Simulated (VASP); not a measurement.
# MgO (Fm-3m) in VASP: further runs

Runs on MgO. Level: PBE. Tasks: single point.

Program: VASP 6.6.1. These are calculated values, not measurements. Logs are shortened: lines on timing, memory, paths and dates and some standing lists are left out, and cuts for length are marked.

**1. The cell of the first run**

The structure is cubic, space group Fm-3m (No. 225). Conventional cell: a = 4.216 Å, b = 4.216 Å, c = 4.216 Å, α = 90.00°, β = 90.00°, γ = 90.00°. Mg (site symmetry m-3m) has 6 O at 2.11 Å within 2.8 Å. Within 2.8 Å of O (site symmetry m-3m) lie 6 Mg at 2.11 Å.

**2. Single point, PBE**

Contents of INCAR:

```
SYSTEM = MgO
ALGO = Normal ; EDIFF = 1E-6
ENCUT = 600 ; GGA = PE
GGA_COMPAT = .False. ; ISIF = 2
ISMEAR = -1 ; LASPH = .True.
LCHARG = .True. ; LELF = .True.
LREAL = .False. ; LVHAR = .True.
LWAVE = .False. ; NBANDS = 11
NELM = 120 ; PREC = Accurate
SIGMA = 0.03
```

Contents of KPOINTS:

```
k-points
0
Gamma
  5 5 5
  0 0 0
```

Contents of POSCAR:

```
MgO
1.0
    0.0000000000      2.1080000000      2.1080000000
    2.1080000000      0.0000000000      2.1080000000
    2.1080000000      2.1080000000      0.0000000000
Mg O
1 1
Direct
    0.0000000000      0.0000000000      0.0000000000
    0.5000000000      0.5000000000      0.5000000000
```

Potentials or basis: VASP PAW PBE potentials, release 64 (Mg, O).

Command:

```
$ cat potpaw_PBE.64/Mg/POTCAR potpaw_PBE.64/O/POTCAR > POTCAR
$ mpirun -np 1 vasp_std > vasp.out
```

OUTCAR:

```text
SYSTEM = MgO
   EDIFF = 1E-6
   ENCUT = 600
   GGA = PE
   ISIF = 2
   ISMEAR = -1
   LASPH = .True.
   LREAL = .False.
   NELM = 120
   PREC = Accurate

 ion  position               nearest neighbor table
   1  0.000  0.000  0.000-   2 2.11   2 2.11   2 2.11   2 2.11   2 2.11   2 2.11
   2  0.500  0.500  0.500-   1 2.11   1 2.11   1 2.11   1 2.11   1 2.11   1 2.11

  LATTYP: Found a face centered cubic cell.
 ALAT       =     4.2160000000

  Lattice vectors:

 A1 = (   0.0000000000,   2.1080000000,   2.1080000000)
 A2 = (   2.1080000000,   0.0000000000,   2.1080000000)
 A3 = (   2.1080000000,   2.1080000000,   0.0000000000)

Analysis of symmetry for initial positions (statically):
[... 33 lines left out ...]
                                     Primitive cell

  volume of cell :      18.7345

  direct lattice vectors                    reciprocal lattice vectors
     0.000000000  2.108000000  2.108000000    -0.237191651  0.237191651  0.237191651
     2.108000000  0.000000000  2.108000000     0.237191651 -0.237191651  0.237191651
     2.108000000  2.108000000  0.000000000     0.237191651  0.237191651 -0.237191651

  length of vectors
     2.981162189  2.981162189  2.981162189     0.410827990  0.410827990  0.410827990

  position of ions in fractional coordinates (direct lattice)
     0.000000000  0.000000000  0.000000000
     0.500000000  0.500000000  0.500000000

  ion indices of the primitive-cell ions
   primitive index   ion index
                 1           1
                 2           2

----------------------------------------------------------------------------------------

 KPOINTS: k-points

Automatic generation of k-mesh.
 Grid dimensions read from file:
 generate k-points for:    5    5    5

 Generating k-lattice:

  Cartesian coordinates                     Fractional coordinates (reciprocal lattice)
    -0.047438330  0.047438330  0.047438330     0.200000000  0.000000000  0.000000000
     0.047438330 -0.047438330  0.047438330     0.000000000  0.200000000  0.000000000
     0.047438330  0.047438330 -0.047438330     0.000000000  0.000000000  0.200000000

  Length of vectors
     0.082165598  0.082165598  0.082165598

  Shift w.r.t. Gamma in fractional coordinates (k-lattice)
     0.000000000  0.000000000  0.000000000

 Subroutine IBZKPT returns following result:
 ===========================================

 Found     10 irreducible k-points:

 Following reciprocal coordinates:
            Coordinates               Weight
  0.000000  0.000000  0.000000      1.000000
  0.200000  0.000000  0.000000      8.000000
  0.400000  0.000000  0.000000      8.000000
  0.200000  0.200000  0.000000      6.000000
  0.400000  0.200000  0.000000     24.000000
 -0.400000  0.200000  0.000000     24.000000
 -0.200000  0.200000  0.000000     12.000000
  0.400000  0.400000  0.000000      6.000000
 -0.400000  0.400000  0.000000     12.000000
 -0.400000  0.400000  0.200000     24.000000
   k-points           NKPTS =     10   k-points in BZ     NKDIM =     10   number of bands    NBANDS=     11
   number of dos      NEDOS =    301   number of ions     NIONS =      2
   total plane-waves  NPLWV =  13824
   dimension x,y,z NGX =    24 NGY =   24 NGZ =   24
   dimension x,y,z NGXF=    48 NGYF=   48 NGZF=   48
   ions per type =               1   1
   NGX,Y,Z   is equivalent  to a cutoff of  13.38, 13.38, 13.38 a.u.
   NGXF,Y,Z  is equivalent  to a cutoff of  26.77, 26.77, 26.77 a.u.
 SYSTEM =  MgO
   PREC   = accura    normal or accurate (medium, high low for compatibility)
   ISTART =      0    job   : 0-new  1-cont  2-samecut
   ICHARG =      2    charge: 1-file 2-atom 10-const
   ISPIN  =      1    spin polarized calculation?
   LNONCOLLINEAR =      F non collinear calculations
   LSORBIT =      F    spin-orbit coupling
   LASPH  =      T    aspherical Exc in radial PAW
   ENCUT  =  600.0 eV  44.10 Ry    6.64 a.u.   5.95  5.95  5.95*2*pi/ulx,y,z
   NELM   =    120;   NELMIN=  2; NELMDL= -5     # of ELM steps
   EDIFF  = 0.1E-05   stopping-criterion for ELM
   LREAL  =      F    real-space projection
   EDIFFG = 0.1E-04   stopping-criterion for IOM
   NSW    =      0    number of steps for IOM
   IBRION =     -1    ionic relax: 0-MD 1-quasi-New 2-CG
   NFREE  =      0    steps in history (QN), initial steepest desc. (CG)
   ISIF   =      2    stress and relaxation
   ISYM   =      2    0-nonsym 1-usesym 2-fastsym
   POTIM  = 0.5000    time-step for ionic-motion
   TEBEG  =    0.0;   TEEND  =   0.0 temperature during run
   PSTRESS=    0.0 pullay stress
   NELECT =       8.0000    total number of electrons
   NUPDOWN=      -1.0000    fix difference up-down
   EMIN   =  10.00;   EMAX   =-10.00  energy-range for DOS
   EFERMI =   0.00;   METHOD = LEGACY
   ISMEAR =    -1;   SIGMA  =   0.03  broadening in eV -4-tet -1-fermi 0-gaus
   EFERMI_NEDOS =   21; number of points for ismear=-14 and -15
   IALGO  =     38    algorithm
   IMIX   =      4    mixing-type and parameters
     AMIX     =   0.40;   BMIX     =  1.00
     AMIX_MAG =   1.60;   BMIX_MAG =  1.00
  volume/ion in A,a.u.               =       9.37        63.21
  Fermi-wavevector in a.u.,A,eV,Ry     =   1.232795  2.329645 20.677912  1.519784
  Thomas-Fermi vector in A             =   2.367551
   LORBIT       =      0    0 simple, 1 ext, 2 COOP (PROOUT), +10 PAW based schemes
   GGA     = PE    functional components
   LHFCALC =     F    Hartree Fock is set to
   AEXX    =    0.0000 exact exchange contribution
   IVDW    =     0    specifies the selected vdW correction
   LEPSILON=     F    determine dielectric tensor
   LRPA    =     F    only Hartree local field effects (RPA)
 non-spin polarized calculation
  energy-cutoff  :      600.00
  volume of cell :       18.73
 maximum number of plane-waves:       635
   NGX = 11   NGY = 11   NGZ = 11

 number of electron       8.0000005 magnetization

 Free energy of the ion-electron system (eV)
  ---------------------------------------------------
  ext. energy  EPLUGINS =         0.00000000
  ---------------------------------------------------
  free energy    TOTEN  =       -11.90820281 eV

  energy without entropy =      -11.90820281  energy(sigma->0) =      -11.90820281

 E-fermi :   3.8299     XC(G=0): -11.0643

 val. band max:        3.1671476807   @ k =   0.0000   0.0000   0.0000
 cond. band min:       7.8659928125   @ k =   0.0000   0.0000   0.0000
 fundamental gap:      4.6988451317
 Fermi energy:         3.8299428176

 k-point     1 :       0.0000    0.0000    0.0000
  band No.  band energies     occupation
      1     -14.0814      2.00000
      2       3.1671      2.00000
      3       3.1671      2.00000
      4       3.1671      2.00000
      5       7.8660      0.00000
      6      18.9509      0.00000
      7      18.9509      0.00000
      8      18.9509      0.00000
      9      22.8594      0.00000
     10      24.6311      0.00000
     11      24.6311      0.00000

 k-point     2 :       0.2000    0.0000    0.0000
  band No.  band energies     occupation
      1     -13.6874      2.00000
      2       1.1974      2.00000
      3       2.9295      2.00000
      4       2.9295      2.00000
      5       9.6917      0.00000
      6      16.1887      0.00000
      7      19.6700      0.00000
      8      19.6700      0.00000
      9      23.2064      0.00000
     10      23.2064      0.00000
     11      25.3854      0.00000

 k-point     3 :       0.4000    0.0000    0.0000
  band No.  band energies     occupation
      1     -12.9480      2.00000
      2      -1.0819      2.00000
      3       2.5747      2.00000
      4       2.5747      2.00000
      5      10.9936      0.00000
      6      15.5766      0.00000
      7      19.5620      0.00000
      8      19.5620      0.00000
      9      24.2142      0.00000
     10      24.9037      0.00000
     11      24.9037      0.00000

 k-point     4 :       0.2000    0.2000    0.0000
  band No.  band energies     occupation
      1     -13.5705      2.00000
      2       1.1464      2.00000
      3       2.6438      2.00000
      4       2.6438      2.00000
      5      10.3496      0.00000
      6      15.2053      0.00000
      7      19.8849      0.00000
      8      20.1193      0.00000
      9      20.1193      0.00000
     10      25.8444      0.00000
     11      29.2997      0.00000

 k-point     5 :       0.4000    0.2000    0.0000
  band No.  band energies     occupation
      1     -12.9636      2.00000
      2      -0.3697      2.00000
      3       1.9283      2.00000
      4       2.2975      2.00000
      5      12.1457      0.00000
      6      14.4645      0.00000
      7      17.5071      0.00000
      8      20.5373      0.00000
      9      21.8222      0.00000
     10      26.7353      0.00000
     11      28.8029      0.00000

 k-point     6 :      -0.4000    0.2000    0.0000
  band No.  band energies     occupation
      1     -12.6873      2.00000
      2      -0.8678      2.00000
      3       1.2786      2.00000
      4       2.3427      2.00000
      5      12.5759      0.00000
      6      15.4092      0.00000
      7      16.8494      0.00000
      8      20.2935      0.00000
      9      23.3231      0.00000
     10      25.5136      0.00000
     11      28.1858      0.00000

 k-point     7 :      -0.2000    0.2000    0.0000
  band No.  band energies     occupation
      1     -13.1814      2.00000
      2       0.0766      2.00000
      3       1.8356      2.00000
      4       2.7260      2.00000
      5      11.5847      0.00000
      6      15.0574      0.00000
      7      18.2453      0.00000
      8      20.9263      0.00000
      9      21.6233      0.00000
     10      24.4969      0.00000
     11      27.9520      0.00000

 k-point     8 :       0.4000    0.4000    0.0000
  band No.  band energies     occupation
      1     -12.7009      2.00000
      2      -0.6760      2.00000
      3       1.9315      2.00000
      4       1.9315      2.00000
      5      12.6124      0.00000
      6      12.9680      0.00000
      7      16.3680      0.00000
      8      21.8096      0.00000
      9      21.8096      0.00000
     10      28.9873      0.00000
     11      29.1188      0.00000

 k-point     9 :      -0.4000    0.4000    0.0000
  band No.  band energies     occupation
      1     -12.5266      2.00000
      2      -0.5244      2.00000
      3       0.8339      2.00000
      4       1.9559      2.00000
      5      13.0226      0.00000
      6      14.3795      0.00000
      7      15.8533      0.00000
      8      21.4173      0.00000
      9      21.4872      0.00000
     10      29.5128      0.00000
     11      29.8177      0.00000

 k-point    10 :      -0.4000    0.4000    0.2000
  band No.  band energies     occupation
      1     -12.5924      2.00000
      2      -0.3133      2.00000
      3       0.7986      2.00000
      4       1.7899      2.00000
      5      14.2071      0.00000
      6      14.2986      0.00000
      7      15.8081      0.00000
      8      19.6375      0.00000
      9      23.6474      0.00000
     10      25.7670      0.00000
     11      30.5725      0.00000

------------------------ aborting loop because EDIFF is reached ----------------------------------------

  FORCE on cell =-STRESS in cart. coord.  units (eV):
  Direction    XX          YY          ZZ          XY          YZ          ZX
  --------------------------------------------------------------------------------------
  -------------------------------------------------------------------------------------
  Total        0.3767919      0.3767919      0.3767919      0.0000000      0.0000000     -0.0000000
  in kB       32.2233231     32.2233231     32.2233231      0.0000000      0.0000000     -0.0000000
  external PRESSURE =      32.2233231 kB  Pullay stress =       0.0000000 kB

 VOLUME and BASIS-vectors are now :
 -----------------------------------------------------------------------------
  energy-cutoff  :      600.00
  volume of cell :       18.73
      direct lattice vectors                 reciprocal lattice vectors
     0.000000000  2.108000000  2.108000000    -0.237191651  0.237191651  0.237191651
     2.108000000  0.000000000  2.108000000     0.237191651 -0.237191651  0.237191651
     2.108000000  2.108000000  0.000000000     0.237191651  0.237191651 -0.237191651

 POSITION                                       TOTAL-FORCE (eV/Angst)
 -----------------------------------------------------------------------------------
      0.00000      0.00000      0.00000        -0.000000      0.000000     -0.000000
      2.10800      2.10800      2.10800         0.000000     -0.000000      0.000000
 -----------------------------------------------------------------------------------
    total drift:                               -0.000000     -0.000000      0.000000

  FREE ENERGIE OF THE ION-ELECTRON SYSTEM (eV)
  ---------------------------------------------------
  free  energy   TOTEN  =       -11.9082028100 eV

  energy  without entropy=      -11.9082028100  energy(sigma->0) =      -11.90820281
```

Run time: 3.9 s. Hardware: 1 thread of Intel Xeon Platinum 8488C (Sapphire Rapids), shared host; peak memory 0.14 GiB.

What came out:

```
Free energy            : -11.9082 eV
Pressure               : 3.2 GPa
Band gap on the k mesh : 4.70 eV, direct
```

Levels at points of the mesh, in eV from the valence-band top:
```csv
k point,band 1,band 2,band 3,band 4,band 5,band 6,band 7,band 8,band 9
"(0.00, 0.00, 0.00)",-17.25,0.00,0.00,0.00,4.70,15.78,15.78,15.78,19.69
```

Caveat: the k points lie up to 0.52 Å⁻¹ apart.

**3. Single point, PBE**

Contents of INCAR:

```
SYSTEM = MgO
PREC = Accurate
ENCUT = 600
EDIFF = 1E-6
ISMEAR = -1
SIGMA = 0.03
LREAL = .FALSE.
LASPH = .TRUE.
NELM = 120
ALGO = Normal
ISIF = 2
LWAVE = .FALSE.
LCHARG = .FALSE.
GGA = PE
NBANDS = 11
GGA_COMPAT = .FALSE.
```

Contents of KPOINTS:

```
regular mesh
0
G
  9 9 9
  0 0 0
```

POSCAR is that of step 2.

Potentials or basis: VASP PAW PBE potentials, release 64 (Mg, O).

Command:

```
$ cat potpaw_PBE.64/Mg/POTCAR potpaw_PBE.64/O/POTCAR > POTCAR
$ mpirun -np 1 vasp_std > vasp.out
```

Wall time 5.9 s (1 thread of Intel Xeon Platinum 8488C (Sapphire Rapids), shared host); peak memory 0.14 GiB.

The run converged. Its results:

```yaml
Free_energy: -11.9102 eV
Pressure: 3.2 GPa
Band_gap_on_the_k_mesh: 4.70 eV, direct
```

Levels at points of the mesh, in eV from the valence-band top:
| k point | band 2 | band 3 | band 4 | band 5 | band 6 | band 7 |
| --- | --- | --- | --- | --- | --- | --- |
| (0.00, 0.00, 0.00) | 0.00 | 0.00 | 0.00 | 4.70 | 15.79 | 15.79 |
